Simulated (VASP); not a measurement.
# BaO (Fm-3m) in VASP: a series of runs

Aim: see how the results for BaO move with the level of theory and the settings. Levels: LDA, r2SCAN, PBE. Tasks: single point.

Program: VASP 6.6.1. These are calculated values, not measurements. Logs are shortened: lines on timing, memory, paths and dates and some standing lists are left out, and cuts for length are marked.

## 1. The cell of the first run

It takes space group Fm-3m (No. 225, cubic). Conventional cell: a = 5.544 Å, b = 5.544 Å, c = 5.544 Å, α = 90.00°, β = 90.00°, γ = 90.00°. Ba (site symmetry m-3m) has 6 O at 2.77 Å within 3.7 Å. Within 3.7 Å of O (site symmetry m-3m) lie 6 Ba at 2.77 Å.

## 2. Single point, LDA

File INCAR:

```
PREC = Accurate ; ENCUT = 600
EDIFF = 1E-6 ; ISMEAR = 0
SIGMA = 0.01 ; LREAL = False
LASPH = True ; NELM = 120
ALGO = Normal ; ISIF = 2
LWAVE = False ; LCHARG = False
GGA = CA ; NBANDS = 15
GGA_COMPAT = False
```

File KPOINTS:

```
regular mesh
0
Gamma
  10 10 10
```

File POSCAR:

```
BaO
1.0
    0.0000000000      2.7719426840      2.7719426840
    2.7719426840      0.0000000000      2.7719426840
    2.7719426840      2.7719426840      0.0000000000
Ba O
1 1
Direct
    0.0000000000      0.0000000000      0.0000000000
    0.5000000000      0.5000000000      0.5000000000
```

Potentials or basis: VASP PAW LDA potentials, release 64 (Ba_sv, O).

On the command line:

```sh
$ cat potpaw_LDA.64/Ba_sv/POTCAR potpaw_LDA.64/O/POTCAR > POTCAR
$ mpirun -np 1 vasp_std > vasp.out
```

OUTCAR:

```text
PREC = Accurate
   ENCUT = 600
   EDIFF = 1E-6
   ISMEAR = 0
   LREAL = False
   LASPH = True
   NELM = 120
   ISIF = 2
   GGA = CA

 ion  position               nearest neighbor table
   1  0.000  0.000  0.000-   2 2.77   2 2.77   2 2.77   2 2.77   2 2.77   2 2.77
   2  0.500  0.500  0.500-   1 2.77   1 2.77   1 2.77   1 2.77   1 2.77   1 2.77

  LATTYP: Found a face centered cubic cell.
 ALAT       =     5.5438853680

  Lattice vectors:

 A1 = (   0.0000000000,   2.7719426840,   2.7719426840)
 A2 = (   2.7719426840,   0.0000000000,   2.7719426840)
 A3 = (   2.7719426840,   2.7719426840,   0.0000000000)

Analysis of symmetry for initial positions (statically):
=====================================================================
 Subroutine PRICEL returns:
 Original cell was already a primitive cell.

 Routine SETGRP: Setting up the symmetry group for a
 face centered cubic supercell.

 Subroutine GETGRP returns: Found 48 space group operations
 (whereof 48 operations were pure point group operations)
 out of a pool of 48 trial point group operations.

The static configuration has the point symmetry O_h .

Analysis of symmetry for dynamics (positions and initial velocities):
=====================================================================
 Subroutine PRICEL returns:
 Original cell was already a primitive cell.

 Routine SETGRP: Setting up the symmetry group for a
 face centered cubic supercell.

 Subroutine GETGRP returns: Found 48 space group operations
 (whereof 48 operations were pure point group operations)
 out of a pool of 48 trial point group operations.

The dynamic configuration has the point symmetry O_h .

 Subroutine INISYM returns: Found 48 space group operations
 (whereof 48 operations are pure point group operations),
 and found     1 'primitive' translations

----------------------------------------------------------------------------------------

                                     Primitive cell

  volume of cell :      42.5974

  direct lattice vectors                    reciprocal lattice vectors
     0.000000000  2.771942684  2.771942684    -0.180378910  0.180378910  0.180378910
     2.771942684  0.000000000  2.771942684     0.180378910 -0.180378910  0.180378910
     2.771942684  2.771942684  0.000000000     0.180378910  0.180378910 -0.180378910

  length of vectors
     3.920118938  3.920118938  3.920118938     0.312425437  0.312425437  0.312425437

  position of ions in fractional coordinates (direct lattice)
     0.000000000  0.000000000  0.000000000
     0.500000000  0.500000000  0.500000000

  ion indices of the primitive-cell ions
   primitive index   ion index
                 1           1
                 2           2

----------------------------------------------------------------------------------------

 KPOINTS: regular mesh

Automatic generation of k-mesh.
 Grid dimensions read from file:
 generate k-points for:   10   10   10

 Generating k-lattice:

  Cartesian coordinates                     Fractional coordinates (reciprocal lattice)
    -0.018037891  0.018037891  0.018037891     0.100000000  0.000000000  0.000000000
     0.018037891 -0.018037891  0.018037891     0.000000000  0.100000000  0.000000000
     0.018037891  0.018037891 -0.018037891     0.000000000  0.000000000  0.100000000

  Length of vectors
     0.031242544  0.031242544  0.031242544

  Shift w.r.t. Gamma in fractional coordinates (k-lattice)
     0.000000000  0.000000000  0.000000000

 Subroutine IBZKPT returns following result:
 ===========================================

 Found     47 irreducible k-points:

 Following reciprocal coordinates:
            Coordinates               Weight
  0.000000  0.000000  0.000000      1.000000
  0.100000  0.000000  0.000000      8.000000
  0.200000  0.000000  0.000000      8.000000
  0.300000  0.000000  0.000000      8.000000
  0.400000  0.000000  0.000000      8.000000
  0.500000  0.000000  0.000000      4.000000
[... 16 lines left out ...]
  0.300000  0.300000  0.000000      6.000000
  0.400000  0.300000  0.000000     24.000000
 [... further k-points ...]
   k-points           NKPTS =     47   k-points in BZ     NKDIM =     47   number of bands    NBANDS=     15
   number of dos      NEDOS =    301   number of ions     NIONS =      2
   total plane-waves  NPLWV =  32768
   dimension x,y,z NGX =    32 NGY =   32 NGZ =   32
   dimension x,y,z NGXF=    64 NGYF=   64 NGZF=   64
   ions per type =               1   1
   NGX,Y,Z   is equivalent  to a cutoff of  13.57, 13.57, 13.57 a.u.
   NGXF,Y,Z  is equivalent  to a cutoff of  27.14, 27.14, 27.14 a.u.
 SYSTEM =  unknown system
   PREC   = accura    normal or accurate (medium, high low for compatibility)
   ISTART =      0    job   : 0-new  1-cont  2-samecut
   ICHARG =      2    charge: 1-file 2-atom 10-const
   ISPIN  =      1    spin polarized calculation?
   LNONCOLLINEAR =      F non collinear calculations
   LSORBIT =      F    spin-orbit coupling
   LASPH  =      T    aspherical Exc in radial PAW
   ENCUT  =  600.0 eV  44.10 Ry    6.64 a.u.   7.83  7.83  7.83*2*pi/ulx,y,z
   NELM   =    120;   NELMIN=  2; NELMDL= -5     # of ELM steps
   EDIFF  = 0.1E-05   stopping-criterion for ELM
   LREAL  =      F    real-space projection
   EDIFFG = 0.1E-04   stopping-criterion for IOM
   NSW    =      0    number of steps for IOM
   IBRION =     -1    ionic relax: 0-MD 1-quasi-New 2-CG
   NFREE  =      0    steps in history (QN), initial steepest desc. (CG)
   ISIF   =      2    stress and relaxation
   ISYM   =      2    0-nonsym 1-usesym 2-fastsym
   POTIM  = 0.5000    time-step for ionic-motion
   TEBEG  =    0.0;   TEEND  =   0.0 temperature during run
   PSTRESS=    0.0 pullay stress
   NELECT =      16.0000    total number of electrons
   NUPDOWN=      -1.0000    fix difference up-down
   EMIN   =  10.00;   EMAX   =-10.00  energy-range for DOS
   EFERMI =   0.00;   METHOD = LEGACY
   ISMEAR =     0;   SIGMA  =   0.01  broadening in eV -4-tet -1-fermi 0-gaus
   EFERMI_NEDOS =   21; number of points for ismear=-14 and -15
   IALGO  =     38    algorithm
   IMIX   =      4    mixing-type and parameters
     AMIX     =   0.40;   BMIX     =  1.00
     AMIX_MAG =   1.60;   BMIX_MAG =  1.00
  volume/ion in A,a.u.               =      21.30       143.73
  Fermi-wavevector in a.u.,A,eV,Ry     =   1.181192  2.232130 18.983054  1.395215
  Thomas-Fermi vector in A             =   2.317470
   LORBIT       =      0    0 simple, 1 ext, 2 COOP (PROOUT), +10 PAW based schemes
   GGA     = CA    functional components
   LHFCALC =     F    Hartree Fock is set to
   AEXX    =    0.0000 exact exchange contribution
   IVDW    =     0    specifies the selected vdW correction
   LEPSILON=     F    determine dielectric tensor
   LRPA    =     F    only Hartree local field effects (RPA)
 non-spin polarized calculation
 Gauss-broadening in eV      SIGMA  =   0.01
  energy-cutoff  :      600.00
  volume of cell :       42.60
 maximum number of plane-waves:      1440
   NGX = 15   NGY = 15   NGZ = 15

 number of electron      16.0000000 magnetization

 Free energy of the ion-electron system (eV)
  ---------------------------------------------------
  ext. energy  EPLUGINS =         0.00000000
  ---------------------------------------------------
  free energy    TOTEN  =       -13.10061742 eV

  energy without entropy =      -13.10061742  energy(sigma->0) =      -13.10061742

 E-fermi :   1.6085     XC(G=0): -10.0576

 val. band max:        1.5121392908   @ k =   0.5000   0.5000   0.0000
 cond. band min:       3.3479195957   @ k =   0.5000   0.5000   0.0000
 fundamental gap:      1.8357803049
 Fermi energy:         1.6085350188

 k-point     1 :       0.0000    0.0000    0.0000
  band No.  band energies     occupation
      1     -24.2315      2.00000
      2     -13.1712      2.00000
      3      -8.7498      2.00000
      4      -8.7498      2.00000
      5      -8.7498      2.00000
      6       1.1570      2.00000
      7       1.1570      2.00000
      8       1.1570      2.00000
      9       4.8297      0.00000
     10       6.1191      0.00000
     11       6.1191      0.00000
     12       6.1191      0.00000
     13       8.4268      0.00000
     14       8.4268      0.00000
     15      11.1968      0.00000

 k-point     2 :       0.1000    0.0000    0.0000
  band No.  band energies     occupation
      1     -24.2075      2.00000
      2     -13.2458      2.00000
      3      -8.7700      2.00000
      4      -8.7621      2.00000
      5      -8.7621      2.00000
      6       0.9173      2.00000
      7       1.0228      2.00000
      8       1.0228      2.00000
      9       5.2684      0.00000
     10       6.0103      0.00000
     11       6.3083      0.00000
     12       6.3083      0.00000
     13       8.6887      0.00000
     14       8.6887      0.00000
     15      11.8451      0.00000

 k-point     3 :       0.2000    0.0000    0.0000
  band No.  band energies     occupation
      1     -24.1439      2.00000
      2     -13.4409      2.00000
      3      -8.8203      2.00000
      4      -8.7938      2.00000
      5      -8.7938      2.00000
      6       0.4137      2.00000
      7       0.7027      2.00000
      8       0.7027      2.00000
      9       5.8217      0.00000
     10       6.4366      0.00000
     11       6.8427      0.00000
     12       6.8427      0.00000
     13       9.3770      0.00000
     14       9.3770      0.00000
     15      13.4171      0.00000

 k-point     4 :       0.3000    0.0000    0.0000
  band No.  band energies     occupation
      1     -24.0629      2.00000
      2     -13.6816      2.00000
      3      -8.8775      2.00000
      4      -8.8320      2.00000
      5      -8.8320      2.00000
      6      -0.0844      2.00000
      7       0.3540      2.00000
      8       0.3540      2.00000
      9       5.9518      0.00000
     10       7.6032      0.00000
     11       7.6032      0.00000
     12       7.7706      0.00000
     13      10.3076      0.00000
     14      10.3076      0.00000
     15      14.9589      0.00000
[... 307 lines left out ...]
 k-point    22 :      -0.2000    0.2000    0.0000
  band No.  band energies     occupation
      1     -24.0368      2.00000
      2     -13.6599      2.00000
      3      -9.2371      2.00000
      4      -8.8434      2.00000
      5      -8.7996      2.00000
      6      -0.1249      2.00000
      7       0.1811      2.00000
      8       1.0731      2.00000
      9       5.7940      0.00000
     10       7.0700      0.00000
     11       7.4195      0.00000
     12       8.3862      0.00000
     13      10.6294      0.00000
     14      10.8816      0.00000
     15      15.4728      0.00000

 k-point    23 :       0.3000    0.3000    0.0000
  band No.  band energies     occupation
      1     -24.0136      2.00000
      2     -13.4939      2.00000
      3      -9.3131      2.00000
      4      -9.1526      2.00000
      5      -9.1526      2.00000
      6       0.3496      2.00000
      7       1.2035      2.00000
      8       1.2035      2.00000
      9       4.0105      0.00000
     10       6.9423      0.00000
     11       9.1568      0.00000
     12       9.1568      0.00000
     13       9.5605      0.00000
     14      10.3925      0.00000
     15      16.5954      0.00000

 k-point    24 :       0.4000    0.3000    0.0000
  band No.  band energies     occupation
      1     -23.9631      2.00000
      2     -13.5136      2.00000
      3      -9.6226      2.00000
      4      -9.2141      2.00000
      5      -9.2097      2.00000
      6       0.6685      2.00000
      7       1.0729      2.00000
      8       1.1325      2.00000
      9       3.9760      0.00000
     10       7.4630      0.00000
     11       9.3312      0.00000
     12       9.6437      0.00000
     13      10.3362      0.00000
     14      11.0473      0.00000
     15      15.7450      0.00000

 [... further k-points ...]
[... 5 lines left out ...]
  --------------------------------------------------------------------------------------
  -------------------------------------------------------------------------------------
  Total       -0.7421003     -0.7421003     -0.7421003      0.0000000     -0.0000000      0.0000000
  in kB      -27.9119672    -27.9119672    -27.9119672      0.0000000     -0.0000000      0.0000000
  external PRESSURE =     -27.9119672 kB  Pullay stress =       0.0000000 kB

 VOLUME and BASIS-vectors are now :
 -----------------------------------------------------------------------------
  energy-cutoff  :      600.00
  volume of cell :       42.60
      direct lattice vectors                 reciprocal lattice vectors
     0.000000000  2.771942684  2.771942684    -0.180378910  0.180378910  0.180378910
     2.771942684  0.000000000  2.771942684     0.180378910 -0.180378910  0.180378910
     2.771942684  2.771942684  0.000000000     0.180378910  0.180378910 -0.180378910

 POSITION                                       TOTAL-FORCE (eV/Angst)
 -----------------------------------------------------------------------------------
      0.00000      0.00000      0.00000        -0.000000      0.000000      0.000000
      2.77194      2.77194      2.77194         0.000000      0.000000     -0.000000
 -----------------------------------------------------------------------------------
    total drift:                                0.000000     -0.000000      0.000000

  FREE ENERGIE OF THE ION-ELECTRON SYSTEM (eV)
  ---------------------------------------------------
  free  energy   TOTEN  =       -13.1006174221 eV

  energy  without entropy=      -13.1006174221  energy(sigma->0) =      -13.10061742
```

Run time: 10 s. Hardware: 1 thread of Intel Xeon 6975P-C (Granite Rapids), shared host; peak memory 0.17 GiB.

What came out:

- Free energy: -13.1006 eV
- Pressure: -2.8 GPa
- Band gap on the k mesh: 1.84 eV, direct

Caveat: spin-orbit coupling is left out, which moves the levels of the heavy elements. A k mesh can miss the band edges.

## 3. Single point, r2SCAN

POSCAR is that of step 2.

File INCAR.step1:

```
SYSTEM = BaO
ALGO = Normal
EDIFF = 1E-5
ENCUT = 660
GGA = PE
GGA_COMPAT = .False.
ISMEAR = 0
LASPH = .True.
LCHARG = .False.
LREAL = .False.
LWAVE = .True.
NBANDS = 15
NELM = 120
PREC = Accurate
SIGMA = 0.01
```

File INCAR.step2:

```
SYSTEM = BaO
ALGO = Normal
EDIFF = 1E-6
ENCUT = 660
GGA_COMPAT = .False.
ISIF = 2
ISMEAR = 0
ISTART = 1
LASPH = .True.
LCHARG = .True.
LELF = .True.
LMIXTAU = .True.
LREAL = .False.
LVHAR = .True.
LWAVE = .False.
METAGGA = R2SCAN
NBANDS = 15
NELM = 120
PREC = Accurate
SIGMA = 0.01
```

File KPOINTS:

```
k-points
0
Gamma
  8 8 8
  0 0 0
```

Potentials or basis: VASP PAW PBE potentials, release 64 (Ba_sv, O).

On the command line:

```sh
$ cat potpaw_PBE.64/Ba_sv/POTCAR potpaw_PBE.64/O/POTCAR > POTCAR
$ cp INCAR.step1 INCAR
$ mpirun -np 1 vasp_std > vasp.out
$ cp INCAR.step2 INCAR
$ mpirun -np 1 vasp_std > vasp.out
```

Run time: 52 s. Hardware: 1 thread of Intel Xeon 6975P-C (Granite Rapids), shared host; peak memory 0.22 GiB.

The run converged. Its results:

* Free energy: -37.8263 eV
* Pressure: 1.6 GPa
* Band gap on the k mesh: 2.32 eV, direct

Levels at points of the mesh, in eV from the valence-band top:
| k point | band 5 | band 6 | band 7 | band 8 | band 9 | band 10 | band 11 | band 12 |
| --- | --- | --- | --- | --- | --- | --- | --- | --- |
| (0.00, 0.00, 0.00) | -10.76 | -0.37 | -0.37 | -0.37 | 4.12 | 5.13 | 5.13 | 5.13 |
| (0.50, 0.00, 0.00) | -10.88 | -1.96 | -1.49 | -1.49 | 5.32 | 7.65 | 7.65 | 8.69 |
| (0.50, 0.50, 0.00) | -11.34 | -0.17 | -0.17 | 0.00 | 2.32 | 6.56 | 9.54 | 9.96 |

Caveat: the PAW data sets were made with another functional, which shifts forces and pressure a little; spin-orbit coupling is left out, which moves the levels of the heavy elements.

(Part 1 of 2 ends here.)
